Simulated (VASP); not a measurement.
The system is GaAgC4N4.

```xyz
10
Lattice="5.9779 0.0000 0.0000 0.0000 5.9779 0.0000 0.0000 0.0000 5.9779" Properties=species:S:1:pos:R:3 pbc="T T T"
Ga    2.9889    2.9889    2.9889
Ag    0.0000    0.0000    0.0000
C     1.1674    1.1674    1.1674
C     1.1674    4.8105    4.8105
C     4.8105    1.1674    4.8105
C     4.8105    4.8105    1.1674
N     1.8429    1.8429    1.8429
N     1.8429    4.1350    4.1350
N     4.1350    1.8429    4.1350
N     4.1350    4.1350    1.8429
```

```yaml
Program: VASP 6.6.1
Task: relaxation of cell and atoms
Functional: PBE
Potentials_or_basis: VASP PAW PBE potentials, release 64 (Ga_d, Ag, C, N)
Cutoff: 600 eV
k_mesh: 4 × 4 × 4
Occupations: gaussian, width 0.1 eV
Spin: no spin polarisation
```

At the start: pressure 0.6 GPa; volume 21.36 Å³/atom.

**Question.** How do energy, volume and symmetry change on relaxing?

**Answer.** Over 20 steps the energy falls by 68.2 meV/atom and the volume is 22.03 Å³/atom (+3.1 %); space group P-43m (No. 215, to 0.1 Å) before and after.

The path:
| step | energy change (eV) | largest force (eV/Å) | pressure (GPa) | volume (Å³) |
| --- | --- | --- | --- | --- |
| 1 | 0.0000 | 2.1968 | 0.55 | 213.62 |
| 2 | 0.4744 | 7.0349 | -6.14 | 215.90 |
| 3 | -0.1629 | 3.1488 | -2.19 | 214.36 |
| 4 | -0.4025 | 2.3582 | -1.47 | 213.83 |
| 5 | -0.6496 | 0.5418 | 1.06 | 212.47 |
| 6 | -0.6500 | 0.5437 | 0.94 | 212.52 |
| 7 | -0.6572 | 0.4883 | 1.43 | 213.34 |
| 8 | -0.6586 | 0.1894 | 1.29 | 213.11 |
| 9 | -0.6660 | 0.1191 | 0.84 | 214.36 |
| 10 | -0.6706 | 0.3419 | -0.07 | 217.10 |
| 11 | -0.6710 | 0.2838 | 0.09 | 216.57 |
| 12 | -0.6728 | 0.3124 | 0.23 | 217.28 |
| 13 | -0.6728 | 0.3068 | 0.22 | 217.26 |
| 14 | -0.6747 | 0.2525 | 0.10 | 217.75 |
| 15 | -0.6780 | 0.1250 | -0.23 | 219.18 |
| 16 | -0.6784 | 0.1736 | -0.39 | 219.88 |
| 17 | -0.6797 | 0.1699 | -0.23 | 220.07 |
| 18 | -0.6799 | 0.2308 | -0.17 | 220.15 |
| 19 | -0.6810 | 0.1299 | -0.18 | 220.19 |
| 20 | -0.6816 | 0.0295 | -0.21 | 220.26 |

Final structure:
```yaml
crystal:
  lattice:
    - [6.03921, 0.00000, 0.00000]
    - [0.00000, 6.03921, 0.00000]
    - [0.00000, 0.00000, 6.03921]
  atoms:
    - { symbol: Ga, position: [0.50000, 0.50000, 0.50000] }
    - { symbol: Ag, position: [0.00000, 0.00000, 0.00000] }
    - { symbol: C, position: [0.20750, 0.20750, 0.20750] }
    - { symbol: C, position: [0.20750, 0.79250, 0.79250] }
    - { symbol: C, position: [0.79250, 0.20750, 0.79250] }
    - { symbol: C, position: [0.79250, 0.79250, 0.20750] }
    - { symbol: N, position: [0.31985, 0.31985, 0.31985] }
    - { symbol: N, position: [0.31985, 0.68015, 0.68015] }
    - { symbol: N, position: [0.68015, 0.31985, 0.68015] }
    - { symbol: N, position: [0.68015, 0.68015, 0.31985] }
```
